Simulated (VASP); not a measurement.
Runs of VASP 6.6.1 on GaIr3. The structure is that of space group Fm-3m (No. 225), or close to it. The cells are those of the table. The cell was generated, and may not be a known phase.

| task | spin | cell | cutoff (eV) | gap on the mesh (eV) | pressure (GPa) |
| --- | --- | --- | --- | --- | --- |
| single point | collinear | a = 4.379 Å, angles 60.0°, 4 atoms | 520 | none | 0.9 |
| single point | off | a = 4.412 Å, angles 60.0°, 4 atoms | 520 | none | (a) |
| relaxation of cell and atoms | off | relaxed from a = 4.412 Å, angles 60.0°, 4 atoms | 600 | none | -0.1 |
| single point | off | a = 4.379 Å, angles 60.0°, 4 atoms | 520 | none | 0.6 |

Alike in all rows: level PBE; potentials or basis VASP PAW PBE potentials, release 64 (Ga_d, Ir); k mesh 6 × 6 × 6; smearing gaussian 0.1 eV.

Question: Estimate the missing entries.

Answer: (a) -5.0.

Caveats: spin-orbit coupling is left out, which moves the levels of the heavy elements; the cell stands under tension (at least some runs).

A k mesh can miss the band edges, and the runs leave out spin-orbit coupling on Ga, Ir.

A gap of «none» marks levels without a gap at the run's occupations.
